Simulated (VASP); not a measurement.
ZnHg2Te3:

```
CELL_PARAMETERS angstrom
4.12700 0.00000 0.00000
-2.06350 3.57409 0.00000
0.00000 0.00000 10.37328
ATOMIC_POSITIONS crystal
Zn 0.00000 0.00000 0.00000
Hg 0.33333 0.66667 0.67208
Hg 0.66667 0.33333 0.32792
Te 0.33333 0.66667 0.14902
Te 0.66667 0.33333 0.85098
Te 0.00000 0.00000 0.50000
```

| Item | Value |
| --- | --- |
| Program | VASP 6.6.1 |
| Task | relaxation of cell and atoms |
| Functional | r2SCAN |
| Dispersion | rVV10 |
| Potentials or basis | VASP PAW PBE potentials, release 64 (Zn, Hg, Te) |
| Cutoff | 550 eV |
| k mesh | 6 × 6 × 2 |
| Occupations | fermi-dirac, width 0.03 eV |
| Spin | no spin polarisation |

At the start: pressure 1.7 GPa; volume 25.50 Å³/atom.

Where does the relaxation end?

Over 7 steps the energy falls by 3.3 meV/atom and the volume is 26.18 Å³/atom (+2.6 %); space group P-3m1 (No. 164, to 0.1 Å) before and after.

The path:
| step | energy change (eV) | largest force (eV/Å) | pressure (GPa) | volume (Å³) |
| --- | --- | --- | --- | --- |
| 1 | 0.0000 | 0.0306 | 1.65 | 153.01 |
| 2 | -0.0155 | 0.0313 | -0.65 | 158.90 |
| 3 | -0.0196 | 0.0303 | 0.02 | 156.97 |
| 4 | -0.0196 | 0.0303 | -0.01 | 157.05 |
| 5 | -0.0197 | 0.0205 | -0.01 | 157.05 |
| 6 | -0.0198 | 0.0143 | -0.01 | 157.05 |
| 7 | -0.0198 | 0.0034 | -0.01 | 157.06 |

Final structure:
```
Zn Hg Te
1.0
     4.16548    0.00000    0.00000
    -2.08274    3.60741    0.00000
     0.00000    0.00000   10.45198
Zn Hg Te
1 2 3
Direct
  0.00000 0.00000 0.00000
  0.33333 0.66667 0.67181
  0.66667 0.33333 0.32819
  0.33333 0.66667 0.14854
  0.66667 0.33333 0.85146
  0.00000 0.00000 0.50000
```

Caveat: the PAW data sets were made with another functional, which shifts forces and pressure a little.
